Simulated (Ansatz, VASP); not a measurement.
## Ta in VASP and in Ansatz

```
Ta
1.0
    -1.59386    1.59386    1.90689
     1.59386   -1.59386    1.90689
     1.59386    1.59386   -1.90689
Ta
1
Cartesian
  0.0000 0.0000 0.0000
```

Alike in both runs: task single point; functional PBE; k mesh 20 × 20 × 20; occupations gaussian, width 0.15 eV; no spin polarisation.

|  | VASP | Ansatz |
| --- | --- | --- |
| version | VASP 6.6.1 | Ansatz 0.2.0 |
| potentials or method | VASP PAW PBE potentials, release 64 (Ta_pv), cutoff 520 eV | scalar-relativistic, plane waves, PAW |
| valence electrons in the cell | 11 | 13 |

Ansatz gave:

```
gap on the k mesh at the Fermi level (eV)                     : none
pressure (GPa)                                                : -7.9
traceless stress, the component that is largest in VASP (GPa) : -7.87
```

Task: Which values does VASP return?

Result: gap on the k mesh at the Fermi level (eV): none; pressure (GPa): -7.9; traceless stress, the component that is largest in VASP (GPa): -7.88.

A gap of «none» marks a metal or a gap that the smearing closes. VASP's potentials hold 11 valence electrons a cell and Ansatz's 13, so a difference there can come from the potentials and not from the codes.

Spin-orbit coupling is off throughout.
